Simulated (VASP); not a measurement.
# Ta in VASP: relaxation of the atoms with PBE

Aim: the relaxation of the atoms of Ta with PBE.

All numbers are computed with VASP 6.6.1; they aren't measurements. Logs are shortened: lines on timing, memory, paths and dates and some standing lists are left out, and cuts for length are marked.

### Step 1. The cell of the first run

The cell holds a slab with vacuum, 3 atoms: a = 2.875 Å, b = 2.875 Å, c = 20.695 Å, α = 90.00°, β = 90.00°, γ = 109.47°.

### Step 2. Relaxation of the atoms, PBE

Contents of INCAR:

```
PREC = Accurate ; ENCUT = 450
EDIFF = 1E-7 ; ISMEAR = -1
SIGMA = 0.1 ; LREAL = False
LASPH = True ; NELM = 120
ALGO = Normal ; ISIF = 2
LWAVE = False ; LCHARG = False
LDIPOL = True ; IDIPOL = 3
DIPOL = 0.5 0.5 0.500 ; GGA = PE
IBRION = 2 ; NSW = 32
EDIFFG = -0.01 ; GGA_COMPAT = False
NELMIN = 4 ; NELMDL = -8
```

Contents of KPOINTS:

```
Automatic mesh
0
Gamma
  13 13 1
```

Contents of POSCAR:

```
Ta
1.0
    2.8752873597      0.0000000000      0.0000000000
   -0.9584291199      2.7108469199      0.0000000000
    0.0000000000      0.0000000000     20.6953000000
Ta
3
Direct
    0.0000000000      0.0000000000      0.3903954831
    0.5000000000      0.5000000000      0.4999999909
    0.0000000000      0.0000000000      0.6096045260
```

Potentials or basis: VASP PAW PBE potentials, release 64 (Ta_pv).

Command:

```bash
$ cat potpaw_PBE.64/Ta_pv/POTCAR > POTCAR
$ mpirun -np 1 vasp_std > vasp.out
```

OUTCAR:

```text
PREC = Accurate
   ENCUT = 450
   EDIFF = 1E-7
   ISMEAR = -1
   LREAL = False
   LASPH = True
   NELM = 120
   ISIF = 2
   GGA = PE
   IBRION = 2
   NSW = 32
   EDIFFG = -0.01
   NELMIN = 4
   NELMDL = -8

 ion  position               nearest neighbor table
   1  0.000  0.000  0.390-   2 2.81   2 2.81   2 3.26   2 3.26
   2  0.500  0.500  0.500-   1 2.81   1 2.81   3 2.81   3 2.81   1 3.26   1 3.26   3 3.26   3 3.26

   3  0.000  0.000  0.610-   2 2.81   2 2.81   2 3.26   2 3.26

  LATTYP: Found a base centered orthorhombic cell.
 ALAT       =     3.3200958623
 B/A-ratio  =     1.4142135624
 C/A-ratio  =     6.2333441137

  Lattice vectors:

 A1 = (   2.8752873597,   0.0000000000,   0.0000000000)
 A2 = (  -0.9584291199,   2.7108469199,   0.0000000000)
 A3 = (   0.0000000000,   0.0000000000,  20.6953000000)

Analysis of symmetry for initial positions (statically):
=====================================================================
 Subroutine PRICEL returns:
 Original cell was already a primitive cell.

 Routine SETGRP: Setting up the symmetry group for a
 base centered orthorhombic supercell.

 Subroutine GETGRP returns: Found  8 space group operations
 (whereof  8 operations were pure point group operations)
 out of a pool of  8 trial point group operations.

The static configuration has the point symmetry D_2h.

Analysis of symmetry for dynamics (positions and initial velocities):
=====================================================================
 Subroutine PRICEL returns:
 Original cell was already a primitive cell.

 Routine SETGRP: Setting up the symmetry group for a
 base centered orthorhombic supercell.

 Subroutine GETGRP returns: Found  8 space group operations
 (whereof  8 operations were pure point group operations)
 out of a pool of  8 trial point group operations.

The dynamic configuration has the point symmetry D_2h.

 Subroutine INISYM returns: Found  8 space group operations
 (whereof  8 operations are pure point group operations),
 and found     1 'primitive' translations

----------------------------------------------------------------------------------------

                                     Primitive cell

  volume of cell :     161.3088

  direct lattice vectors                    reciprocal lattice vectors
     2.875287360  0.000000000  0.000000000     0.347791325  0.122962802  0.000000000
    -0.958429120  2.710846920  0.000000000     0.000000000  0.368888406  0.000000000
     0.000000000  0.000000000 20.695300000     0.000000000  0.000000000  0.048320150

  length of vectors
     2.875287360  2.875287360 20.695300000     0.368888406  0.368888406  0.048320150

  position of ions in fractional coordinates (direct lattice)
     0.000000000  0.000000000  0.390395483
     0.500000000  0.500000000  0.499999991
     0.000000000  0.000000000  0.609604526

  ion indices of the primitive-cell ions
   primitive index   ion index
                 1           1
                 2           2
                 3           3

----------------------------------------------------------------------------------------

 KPOINTS: Automatic mesh

Automatic generation of k-mesh.
 Grid dimensions read from file:
 generate k-points for:   13   13    1

 Generating k-lattice:

  Cartesian coordinates                     Fractional coordinates (reciprocal lattice)
     0.026753179  0.009458677  0.000000000     0.076923077  0.000000000  0.000000000
     0.000000000  0.028376031  0.000000000     0.000000000  0.076923077  0.000000000
     0.000000000  0.000000000  0.048320150     0.000000000  0.000000000  1.000000000

  Length of vectors
     0.028376031  0.028376031  0.048320150

  Shift w.r.t. Gamma in fractional coordinates (k-lattice)
     0.000000000  0.000000000  0.000000000

 Subroutine IBZKPT returns following result:
 ===========================================

 Found     49 irreducible k-points:

 Following reciprocal coordinates:
            Coordinates               Weight
  0.000000  0.000000  0.000000      1.000000
  0.076923 -0.000000  0.000000      4.000000
  0.153846 -0.000000  0.000000      4.000000
  0.230769 -0.000000  0.000000      4.000000
  0.307692 -0.000000  0.000000      4.000000
  0.384615 -0.000000  0.000000      4.000000
[... 16 lines left out ...]
  0.384615  0.153846  0.000000      4.000000
  0.461538  0.153846  0.000000      4.000000
 [... further k-points ...]
   k-points           NKPTS =     49   k-points in BZ     NKDIM =     49   number of bands    NBANDS=     20
   number of dos      NEDOS =    301   number of ions     NIONS =      3
   total plane-waves  NPLWV =  57600
   dimension x,y,z NGX =    20 NGY =   20 NGZ =  144
   dimension x,y,z NGXF=    40 NGYF=   40 NGZF=  288
   ions per type =               3
   NGX,Y,Z   is equivalent  to a cutoff of  11.56, 11.56, 11.57 a.u.
   NGXF,Y,Z  is equivalent  to a cutoff of  23.13, 23.13, 23.14 a.u.
 SYSTEM =  unknown system
   PREC   = accura    normal or accurate (medium, high low for compatibility)
   ISTART =      0    job   : 0-new  1-cont  2-samecut
   ICHARG =      2    charge: 1-file 2-atom 10-const
   ISPIN  =      1    spin polarized calculation?
   LNONCOLLINEAR =      F non collinear calculations
   LSORBIT =      F    spin-orbit coupling
   LASPH  =      T    aspherical Exc in radial PAW
   ENCUT  =  450.0 eV  33.07 Ry    5.75 a.u.   4.97  4.97 35.80*2*pi/ulx,y,z
   NELM   =    120;   NELMIN=  4; NELMDL= -8     # of ELM steps
   EDIFF  = 0.1E-06   stopping-criterion for ELM
   LREAL  =      F    real-space projection
   EDIFFG = -.1E-01   stopping-criterion for IOM
   NSW    =     32    number of steps for IOM
   IBRION =      2    ionic relax: 0-MD 1-quasi-New 2-CG
   NFREE  =      1    steps in history (QN), initial steepest desc. (CG)
   ISIF   =      2    stress and relaxation
   ISYM   =      2    0-nonsym 1-usesym 2-fastsym
   POTIM  = 0.5000    time-step for ionic-motion
   TEBEG  =    0.0;   TEEND  =   0.0 temperature during run
   PSTRESS=    0.0 pullay stress
   NELECT =      33.0000    total number of electrons
   NUPDOWN=      -1.0000    fix difference up-down
   EMIN   =  10.00;   EMAX   =-10.00  energy-range for DOS
   EFERMI =   0.00;   METHOD = LEGACY
   ISMEAR =    -1;   SIGMA  =   0.10  broadening in eV -4-tet -1-fermi 0-gaus
   EFERMI_NEDOS =   21; number of points for ismear=-14 and -15
   IALGO  =     38    algorithm
   IMIX   =      4    mixing-type and parameters
     AMIX     =   0.40;   BMIX     =  1.00
     AMIX_MAG =   1.60;   BMIX_MAG =  1.00
  volume/ion in A,a.u.               =      53.77       362.86
  Fermi-wavevector in a.u.,A,eV,Ry     =   0.964629  1.822884 12.660336  0.930508
  Thomas-Fermi vector in A             =   2.094276
   LORBIT       =      0    0 simple, 1 ext, 2 COOP (PROOUT), +10 PAW based schemes
   GGA     = PE    functional components
   LHFCALC =     F    Hartree Fock is set to
   AEXX    =    0.0000 exact exchange contribution
   IVDW    =     0    specifies the selected vdW correction
   LEPSILON=     F    determine dielectric tensor
   LRPA    =     F    only Hartree local field effects (RPA)
 conjugate gradient relaxation of ions
 non-spin polarized calculation
  energy-cutoff  :      450.00
  volume of cell :      161.31
 maximum number of plane-waves:      3532
   NGX =  9   NGY =  9   NGZ = 71

 dipolmoment           0.000000      0.000000      0.000000 electrons x Angstroem

 number of electron      33.0000010 magnetization

 dipolmoment           0.000000      0.000000     -0.000000 electrons x Angstroem

 Free energy of the ion-electron system (eV)
  ---------------------------------------------------
  ext. energy  EPLUGINS =         0.00000000
  ---------------------------------------------------
  free energy    TOTEN  =       -33.19860825 eV

  energy without entropy =      -33.06945616  energy(sigma->0) =      -33.13403220

 E-fermi :  -1.0945     XC(G=0):  -5.2611

 val. band max:       -1.1005994047   @ k =  -0.1538   0.1538   0.0000
 cond. band min:      -1.0914331062   @ k =   0.1538  -0.0000   0.0000
 fundamental gap:      0.0091662985
 Fermi energy:        -1.0944857117

 k-point     1 :       0.0000    0.0000    0.0000
  band No.  band energies     occupation
      1     -35.6091      2.00000
      2     -35.3179      2.00000
      3     -34.8744      2.00000
      4     -34.8053      2.00000
      5     -34.6151      2.00000
      6     -34.6150      2.00000
[... 12 lines left out ...]
     19      -0.0849      0.00008
     20       0.0798      0.00002

 k-point     2 :       0.0769   -0.0000    0.0000
  band No.  band energies     occupation
      1     -35.5948      2.00000
      2     -35.3215      2.00000
      3     -34.8935      2.00000
      4     -34.8506      2.00000
      5     -34.6414      2.00000
      6     -34.6411      2.00000
[... 12 lines left out ...]
     19      -0.1686      0.00019
     20       0.0088      0.00003

 k-point     3 :       0.1538   -0.0000    0.0000
  band No.  band energies     occupation
      1     -35.5551      2.00000
      2     -35.3353      2.00000
      3     -34.9727      2.00000
      4     -34.9669      2.00000
      5     -34.6958      2.00000
      6     -34.6839      2.00000
[... 12 lines left out ...]
     19      -0.1990      0.00026
     20       0.2677      0.00000

 k-point     4 :       0.2308   -0.0000    0.0000
  band No.  band energies     occupation
      1     -35.5030      2.00000
      2     -35.3682      2.00000
      3     -35.1347      2.00000
      4     -35.1070      2.00000
      5     -34.7575      2.00000
      6     -34.7324      2.00000
[... 429 lines left out ...]
 k-point    23 :       0.3846    0.1538    0.0000
  band No.  band energies     occupation
      1     -35.5404      2.00000
      2     -35.4851      2.00000
      3     -35.4226      2.00000
      4     -35.2097      2.00000
      5     -34.9855      2.00000
      6     -34.9773      2.00000
[... 12 lines left out ...]
     19       0.2993      0.00000
     20       1.2318      0.00000

 k-point    24 :       0.4615    0.1538    0.0000
  band No.  band energies     occupation
      1     -35.5860      2.00000
      2     -35.5038      2.00000
      3     -35.4836      2.00000
      4     -35.2176      2.00000
      5     -35.0095      2.00000
      6     -34.9688      2.00000
[... 12 lines left out ...]
     19       0.3033      0.00000
     20       1.1810      0.00000

 [... further k-points ...]

------------------------ aborting loop because EDIFF is reached ----------------------------------------

 vacuum level on the upper side and lower side of the slab       (xc-potential included)        -0.102        -0.102

  FORCE on cell =-STRESS in cart. coord.  units (eV):
  Direction    XX          YY          ZZ          XY          YZ          ZX
  --------------------------------------------------------------------------------------
  -------------------------------------------------------------------------------------
  Total       -3.2643941     -3.1997554     -0.0430453      0.0914129      0.0000000      0.0000000
  in kB      -32.4231485    -31.7811339     -0.4275411      0.9079458      0.0000000      0.0000000
  external PRESSURE =     -21.5439411 kB  Pullay stress =       0.0000000 kB

 VOLUME and BASIS-vectors are now :
 -----------------------------------------------------------------------------
  energy-cutoff  :      450.00
  volume of cell :      161.31
      direct lattice vectors                 reciprocal lattice vectors
     2.875287360  0.000000000  0.000000000     0.347791325  0.122962802  0.000000000
    -0.958429120  2.710846920  0.000000000     0.000000000  0.368888406  0.000000000
     0.000000000  0.000000000 20.695300000     0.000000000  0.000000000  0.048320150

 POSITION                                       TOTAL-FORCE (eV/Angst)
 -----------------------------------------------------------------------------------
      0.00000      0.00000      8.07935        -0.000000      0.000000      0.004023
      0.95843      1.35542     10.34765        -0.000000      0.000000      0.000000
      0.00000      0.00000     12.61595         0.000000      0.000000     -0.004023
 -----------------------------------------------------------------------------------
    total drift:                                0.000000      0.000000      0.000005

  FREE ENERGIE OF THE ION-ELECTRON SYSTEM (eV)
  ---------------------------------------------------
  free  energy   TOTEN  =       -33.1986082509 eV

  energy  without entropy=      -33.0694561568  energy(sigma->0) =      -33.13403220

 reached required accuracy - stopping structural energy minimisation

 vacuum level on the upper side and lower side of the slab         3.582         3.583
```

Run time: 82 s. Hardware: 1 thread of Intel Xeon 6975P-C (Granite Rapids), shared host; peak memory 0.28 GiB.

Results:

```
Free energy                  : -33.1986 eV
Largest force after relaxing : 0.004 eV/Å
Band gap on the k mesh       : zero (an odd number of electrons rules out a gap without spin polarisation)
```

Forces in eV/Å, atoms in the order of the input:
```
Ta   0.000  0.000  0.004
Ta   0.000  0.000  0.000
Ta   0.000  0.000 -0.004
```

Final structure:
```
Ta
1.0
     2.87529    0.00000    0.00000
    -0.95843    2.71085    0.00000
     0.00000    0.00000   20.69530
Ta
3
Cartesian
  0.0000 0.0000 8.0794
  0.9584 1.3554 10.3476
  0.0000 0.0000 12.6159
```

Levels at points of the mesh, in eV from the Fermi level:
| k point | band 14 | band 15 | band 16 | band 17 | band 18 | band 19 |
| --- | --- | --- | --- | --- | --- | --- |
| (0.00, 0.00, 0.00) | -0.76 | -0.42 | -0.30 | 0.27 | 0.57 | 1.01 |

Caveat: the relaxation stopped at its first step, so nothing moved; spin-orbit coupling is left out, which moves the levels of the heavy elements.
